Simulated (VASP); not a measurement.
# Si16O (a cell with a defect) in VASP: a series of runs, part 2 of 2

VASP 6.6.1. Earlier steps stand in the parts before.

### Step 3. Single point, PBE, collinear spin, zero start

File INCAR:

```
SYSTEM = Si16O
PREC     = Accurate       ! precision mode
ENCUT    = 520            ! plane-wave cutoff, eV
EDIFF    = 1E-6           ! SCF threshold, eV
ISMEAR   = 0              ! smearing method
SIGMA    = 0.05           ! smearing width, eV
LREAL    = Auto         
LASPH    = .TRUE.         ! aspherical terms in the spheres
NELM     = 150            ! most SCF steps
ALGO     = Normal         ! electronic algorithm
ISIF     = 2              ! what is computed and relaxed
LWAVE    = .FALSE.        ! write WAVECAR
LCHARG   = .TRUE.         ! write CHGCAR
ISPIN    = 2              ! spin polarisation
MAGMOM   = 0 0 0 0 0 0 0 0 0 0 0 0 0 0 0 0 0 ! initial moments
LORBIT   = 11             ! projections on sites
GGA      = PE             ! functional
LELF     = .TRUE.         ! ELF
LVHAR    = .TRUE.       
NBANDS   = 53             ! bands
```

File KPOINTS:

```
regular mesh
0
G
  2 2 2
  0 0 0
```

File POSCAR:

```
Si16O
1.0
    0.0000000000      5.4300000000      5.4300000000
    5.4300000000      0.0000000000      5.4300000000
    5.4300000000      5.4300000000      0.0000000000
Si O
16 1
Direct
   -0.0009179558      0.0104374770     -0.0001417127
    0.1161709945      0.1857280847      0.0811859116
    0.0011449355      0.0450276243      0.4529200737
    0.1332453959      0.0997400552      0.6275293738
   -0.0143453039      0.5582613260     -0.0294338858
    0.1227504604      0.6347084715      0.1291992634
    0.0037396869      0.4694512891      0.5050262431
    0.1546692449      0.5756086556      0.6164952118
    0.4900602210      0.0092139963     -0.0000401473
    0.6245561694      0.1263394107      0.1229434622
    0.5085923573     -0.0171610497      0.4969634438
    0.6404306630      0.0952500000      0.6278420810
    0.4973475138      0.5008355433      0.0037668508
    0.6136488029      0.6334434622      0.1295349908
    0.5236718232      0.4651493554      0.5053082873
    0.6301590239      0.6075500000      0.6299139042
    0.1414547882      0.8093604972      0.4186540516
```

Potentials or basis: VASP PAW PBE potentials, release 64 (Si, O).

On the command line:

```
$ cat potpaw_PBE.64/Si/POTCAR potpaw_PBE.64/O/POTCAR > POTCAR
$ mpirun -np 1 vasp_std > vasp.out
```

OUTCAR:

```text
SYSTEM = Si16O
   PREC = Accurate
   ENCUT = 520
   EDIFF = 1E-6
   ISMEAR = 0
   LREAL = Auto
   LASPH = .TRUE.
   NELM = 150
   ISIF = 2
   ISPIN = 2
   LORBIT = 11
   GGA = PE

 ion  position               nearest neighbor table
   1  0.999  0.010  1.000-   4 2.35  10 2.35   6 2.36   2 2.37
   2  0.116  0.186  0.081-   3 2.33   5 2.34   1 2.37   9 2.37
   3  0.001  0.045  0.453-  17 1.66   4 2.31  12 2.31   2 2.33   8 2.94
   4  0.133  0.100  0.628-   3 2.31   7 2.32   1 2.35  11 2.35
   5  0.986  0.558  0.971-   8 2.32   2 2.34  14 2.36   6 2.36
   6  0.123  0.635  0.129-  13 2.35   1 2.36   5 2.36   7 2.37
   7  0.004  0.469  0.505-   8 2.32   4 2.32  16 2.34   6 2.37
   8  0.155  0.576  0.616-  17 1.67   7 2.32   5 2.32  15 2.32   3 2.94
   9  0.490  0.009  1.000-  12 2.35  10 2.35  14 2.36   2 2.37
  10  0.625  0.126  0.123-  13 2.35  11 2.35   1 2.35   9 2.35
  11  0.509  0.983  0.497-  10 2.35  12 2.35  16 2.35   4 2.35
  12  0.640  0.095  0.628-   3 2.31  15 2.32   9 2.35  11 2.35
  13  0.497  0.501  0.004-  16 2.35  10 2.35   6 2.35  14 2.35
  14  0.614  0.633  0.130-  13 2.35   9 2.36   5 2.36  15 2.38
  15  0.524  0.465  0.505-   8 2.32  12 2.32  16 2.35  14 2.38
  16  0.630  0.608  0.630-   7 2.34  15 2.35  13 2.35  11 2.35
  17  0.141  0.809  0.419-   3 1.66   8 1.67

  LATTYP: Found a face centered cubic cell.
 ALAT       =    10.8600000000

  Lattice vectors:

[... 1034 lines left out ...]
  volume of cell :      320.21
      direct lattice vectors                 reciprocal lattice vectors
     0.000000000  5.430000000  5.430000000    -0.092081031  0.092081031  0.092081031
     5.430000000  0.000000000  5.430000000     0.092081031 -0.092081031  0.092081031
     5.430000000  5.430000000  0.000000000     0.092081031  0.092081031 -0.092081031

 POSITION                                       TOTAL-FORCE (eV/Angst)
 -----------------------------------------------------------------------------------
      5.48591     10.85425      5.48169         0.001547     -0.002262      0.002169
      1.44934      1.07165      1.63931         0.001468      0.000229     -0.003237
      2.70386      2.46557      0.25072         0.044268     -0.032027      0.030474
      3.94907      4.13101      1.26511         0.008219     -0.007500      0.003705
      8.30153     10.62228      8.38346        -0.006507      0.002275     -0.004959
      4.14802      1.36809      4.11300         0.000057      0.000910      0.000997
[... 9 lines left out ...]
      6.71943      6.84220      6.72076        -0.001229     -0.002008      0.000134
      6.66812      3.04139      5.16293        -0.021854     -0.000371      0.000593
 -----------------------------------------------------------------------------------
    total drift:                               -0.008199      0.003007     -0.009544

  FREE ENERGIE OF THE ION-ELECTRON SYSTEM (eV)
  ---------------------------------------------------
  free  energy   TOTEN  =       -92.6847754285 eV

  energy  without entropy=      -92.6847754285  energy(sigma->0) =      -92.68477543

 total charge

# of ion       s       p       d       tot
------------------------------------------
    1        0.742   0.945   0.000   1.687
    2        0.750   0.950   0.000   1.700
    3        0.741   0.945   0.000   1.687
    4        0.744   0.979   0.000   1.723
    5        0.746   0.963   0.000   1.709
    6        0.743   0.941   0.000   1.683
[... 9 lines left out ...]
   16        0.738   0.958   0.000   1.697
   17        1.576   3.600   0.000   5.176
--------------------------------------------------
tot         13.460  18.900   0.000  32.360

 magnetization (x)

# of ion       s       p       d       tot
------------------------------------------
    1        0.000   0.000   0.000   0.000
    2       -0.000   0.000   0.000   0.000
    3       -0.000  -0.000   0.000  -0.000
    4       -0.000  -0.000   0.000  -0.000
    5       -0.000   0.000   0.000  -0.000
    6        0.000   0.000   0.000   0.000
[... 9 lines left out ...]
   16       -0.000  -0.000   0.000  -0.000
   17        0.000  -0.000   0.000  -0.000
--------------------------------------------------
tot         -0.000  -0.000   0.000  -0.000
```

OSZICAR:

```text
N       E                     dE             d eps       ncg     rms          rms(c)
DAV:   1     0.192912473231E+03    0.19291E+03   -0.27359E+04  1696   0.110E+03
DAV:   2    -0.756838858476E+02   -0.26860E+03   -0.25189E+03  2084   0.175E+02
DAV:   3    -0.955096655895E+02   -0.19826E+02   -0.19567E+02  2152   0.448E+01
DAV:   4    -0.958751453403E+02   -0.36548E+00   -0.36467E+00  2120   0.729E+00
DAV:   5    -0.958821065353E+02   -0.69612E-02   -0.69580E-02  2142   0.981E-01    0.169E+01
DAV:   6    -0.929615525072E+02    0.29206E+01   -0.77615E+00  2376   0.139E+01    0.101E+01
DAV:   7    -0.927714397077E+02    0.19011E+00   -0.30691E+00  1872   0.562E+00    0.429E+00
DAV:   8    -0.927074628476E+02    0.63977E-01   -0.82045E-01  2320   0.438E+00    0.142E+00
DAV:   9    -0.926749564899E+02    0.32506E-01   -0.27863E-01  2472   0.267E+00    0.336E-01
DAV:  10    -0.926857375556E+02   -0.10781E-01   -0.99632E-02  1912   0.104E+00    0.444E-01
DAV:  11    -0.926840123852E+02    0.17252E-02   -0.12826E-02  2520   0.598E-01    0.108E-01
DAV:  12    -0.926846971128E+02   -0.68473E-03   -0.36652E-03  1976   0.219E-01    0.542E-02
DAV:  13    -0.926847568932E+02   -0.59780E-04   -0.21746E-04  2104   0.511E-02    0.291E-02
DAV:  14    -0.926847762743E+02   -0.19381E-04   -0.39136E-05  2480   0.320E-02    0.202E-02
DAV:  15    -0.926847765089E+02   -0.23460E-06   -0.11206E-05  2024   0.137E-02    0.133E-02
DAV:  16    -0.926847754250E+02    0.10839E-05   -0.91397E-06  2016   0.117E-02    0.448E-03
DAV:  17    -0.926847754285E+02   -0.35407E-08   -0.91502E-07  1264   0.356E-03
   1 F= -.92684775E+02 E0= -.92684775E+02  d E =-.956490E-12  mag=     0.0000
```

stdout:

```text
POSCAR found type information on POSCAR SiO
 POSCAR found :  2 types and      17 ions
 scaLAPACK will be used
 LDA part: xc-table for (Slater+PW92), standard interpolation
 POSCAR, INCAR and KPOINTS ok, starting setup
 FFT: planning ... GRIDC
 FFT: planning ... GRID_SOFT
 FFT: planning ... GRID
 WAVECAR not read
 entering main loop
```

Wall time 11 min (1 thread of Intel Xeon Platinum 8275CL at 3.00GHz (Skylake/Cascade Lake), shared host); peak memory 0.71 GiB.

Results:

* Free energy: -92.6848 eV
* Pressure: 4.4 GPa
* Largest force: 0.063 eV/Å
* Band gap on the k mesh: 0.49 eV
* Net moment: 0.00 μB per cell
* Valence electrons inside the program's atomic spheres: Si 1.69, 1.70, 1.72, 1.71, 1.68 (each value once); O 5.18

Forces in eV/Å, atoms in the order of the input:
```
Si   0.002 -0.002  0.002
Si   0.001  0.000 -0.003
Si   0.044 -0.032  0.030
Si   0.008 -0.007  0.004
Si  -0.007  0.002 -0.005
Si   0.000  0.001  0.001
Si   0.009  0.000  0.007
Si  -0.027  0.036 -0.035
Si  -0.003  0.001  0.001
Si   0.003  0.000  0.000
Si  -0.003  0.002  0.000
Si  -0.002  0.001  0.003
Si   0.000  0.002 -0.002
Si   0.000 -0.001  0.000
Si  -0.002  0.000 -0.004
Si  -0.001 -0.002  0.000
O   -0.022  0.000  0.001
```

Levels at points of the mesh, in eV from the valence-band top:
Spin up:
```csv
k point,band 31,band 32,band 33,band 34,band 35,band 36,band 37,band 38,band 39,band 40
"(0.00, 0.00, 0.00)",-0.96,-0.93,-0.32,-0.06,0.00,0.49,0.79,0.82,0.99,1.20
"(0.50, 0.00, 0.00)",-1.43,-1.23,-0.77,-0.60,-0.57,1.28,1.45,1.60,1.70,1.73
"(0.00, 0.50, 0.00)",-1.36,-0.72,-0.71,-0.61,-0.06,1.16,1.47,1.50,1.60,1.72
"(0.00, 0.00, 0.50)",-1.51,-1.19,-0.82,-0.64,-0.50,1.28,1.45,1.60,1.71,1.86
"(0.50, 0.50, 0.50)",-1.43,-1.23,-0.76,-0.61,-0.56,1.27,1.46,1.60,1.69,1.73
"(0.50, 0.50, 0.00)",-1.45,-1.41,-1.29,-1.10,-0.81,1.38,1.48,2.32,2.43,2.54
"(0.00, 0.50, 0.50)",-1.48,-1.44,-1.30,-1.18,-0.22,1.17,1.47,2.32,2.37,2.50
"(0.50, 0.00, 0.50)",-1.45,-1.39,-1.30,-1.08,-0.85,1.39,1.48,2.32,2.42,2.54
```
Spin down:
```csv
k point,band 31,band 32,band 33,band 34,band 35,band 36,band 37,band 38,band 39,band 40
"(0.00, 0.00, 0.00)",-0.96,-0.93,-0.32,-0.06,0.00,0.49,0.79,0.82,0.99,1.20
"(0.50, 0.00, 0.00)",-1.43,-1.23,-0.77,-0.60,-0.57,1.28,1.45,1.60,1.70,1.73
"(0.00, 0.50, 0.00)",-1.36,-0.72,-0.71,-0.61,-0.06,1.16,1.47,1.50,1.60,1.72
"(0.00, 0.00, 0.50)",-1.51,-1.19,-0.82,-0.64,-0.50,1.28,1.45,1.60,1.71,1.86
"(0.50, 0.50, 0.50)",-1.43,-1.23,-0.76,-0.61,-0.56,1.27,1.46,1.60,1.69,1.73
"(0.50, 0.50, 0.00)",-1.45,-1.41,-1.29,-1.10,-0.81,1.38,1.48,2.32,2.43,2.54
"(0.00, 0.50, 0.50)",-1.48,-1.44,-1.30,-1.18,-0.22,1.17,1.47,2.32,2.37,2.50
"(0.50, 0.00, 0.50)",-1.45,-1.39,-1.30,-1.08,-0.85,1.39,1.48,2.32,2.42,2.54
```

Caveat: the k points lie up to 0.50 Å⁻¹ apart.
